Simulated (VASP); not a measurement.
The system is Sb.

```
Sb
1.0
     2.98874    0.00000    0.00000
     0.00000    2.98874    0.00000
     0.00000    0.00000    3.98695
Sb
1
Direct
  0.00000 0.00000 0.00000
```

* Program: VASP 6.6.1
* Task: relaxation of cell and atoms
* Functional: PBE
* Potentials or basis: VASP PAW PBE potentials, release 64 (Sb)
* Cutoff: 600 eV
* k mesh: 6 × 6 × 4
* Occupations: gaussian, width 0.1 eV
* Spin: no spin polarisation

At the start: pressure -0.6 GPa; volume 35.61 Å³/atom.

**Question.** Where does the relaxation end?

**Answer.** Over 10 steps the energy falls by 259.6 meV/atom and the volume is 30.22 Å³/atom (-15.1 %); space group P4/mmm (No. 123, to 0.05 Å).

Step by step:
```csv
step,energy change (eV),largest force (eV/Å),pressure (GPa),volume (Å³)
1,0.0000,0.0000,-0.58,35.61
2,-0.0919,0.0000,-2.39,34.89
3,-0.1086,0.0000,-2.79,32.01
4,-0.2005,0.0000,-4.08,33.80
5,-0.2133,0.0000,-4.17,33.22
6,-0.2135,0.0000,-4.22,33.40
7,-0.2346,0.0000,-2.52,31.68
8,-0.2346,0.0000,-2.51,31.67
9,-0.2551,0.0000,-1.14,30.79
10,-0.2596,0.0000,-0.02,30.22
```

Final structure:
```
CELL_PARAMETERS angstrom
3.03229 0.00000 0.00000
0.00000 3.03229 0.00000
0.00000 0.00000 3.28652
ATOMIC_POSITIONS crystal
Sb 0.00000 0.00000 0.00000
```

Caveat: the k points lie up to 0.48 Å⁻¹ apart in the final cell; the volume moved by over 15 % at a fixed basis, so the end points are rough.
